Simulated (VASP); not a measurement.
Set up this calculation in VASP 6.6.1, as the native input.

| Quantity | Value |
| --- | --- |
| Task | single point |
| Functional | PBE |
| Potentials or basis | VASP PAW PBE potentials, release 64 (Ti_sv, O) |
| Cutoff | 520 eV |
| k mesh | 3 × 3 × 3 |
| Occupations | fermi-dirac, width 0.36 eV |
| Spin | no spin polarisation |
| Dipole correction | no |
| Further INCAR settings | ALGO = Normal; EDIFF = 1e-06; NBANDS = 60 |

The structure of TiO2 lies in POSCAR:

```
TiO2
1.0
    4.9465220000      0.0118690000      0.0159900000
    0.0125420000      5.1454830000      0.0209000000
   -0.7470580000      0.0183510000      4.9232800000
Ti O
4 8
Direct
    0.1636940731      0.0980008254      0.3321635809
    0.5710886055      0.6179958134      0.3887961239
    0.6337850278      1.0479052703      0.8772738006
    0.1407156833      0.5505517714      0.7724410198
    0.0173507386      0.4444651721      0.3654338651
    0.7986110825      0.9474928539      0.2622697893
    0.7711969127      0.7499797490      0.7377589706
   -0.0616378949      0.2969928486      0.8860512584
    0.2449217622      0.8810726084      0.6456811889
    0.4477833446      0.3786475542      0.1068446667
    0.4573709361      0.3724935743      0.6055315812
    0.3409668957      0.7988203397      1.1027511322
```

One way to write it, as run:

INCAR

```
ALGO     = Normal         # electronic algorithm
EDIFF    = 1E-6           # SCF threshold, eV
ENCUT    = 520            # plane-wave cutoff, eV
GGA      = PE             # functional
ISIF     = 2              # what is computed and relaxed
ISMEAR   = -1             # smearing method
LASPH    = True           # aspherical terms in the spheres
LCHARG   = False          # write CHGCAR
LREAL    = False          # projectors in reciprocal space
LWAVE    = False          # write WAVECAR
NBANDS   = 60             # bands
NELM     = 80             # most SCF steps
PREC     = Accurate       # precision mode
SIGMA    = 0.36           # smearing width, eV
```

KPOINTS

```
k-points
0
Gamma
  3 3 3
```

Potentials or basis: VASP PAW PBE potentials, release 64 (Ti_sv, O).

Launch:

```console
$ cat potpaw_PBE.64/Ti_sv/POTCAR potpaw_PBE.64/O/POTCAR > POTCAR
$ mpirun -np 1 vasp_std > vasp.out
```

It gave:

* Pressure: -3.8 GPa
* Largest force: 3.831 eV/Å
* Band gap on the k mesh: 1.83 eV, indirect (least direct gap 2.05 eV)

Caveat: the k points lie up to 0.43 Å⁻¹ apart; forces of over 1 eV/Å act on the atoms, so gaps and moduli don't describe the material at rest.

Wall time 4.3 min on 1 thread of Intel(R) Xeon(R) Platinum 8488C (Sapphire Rapids) (shared host), peak memory 0.26 GiB.
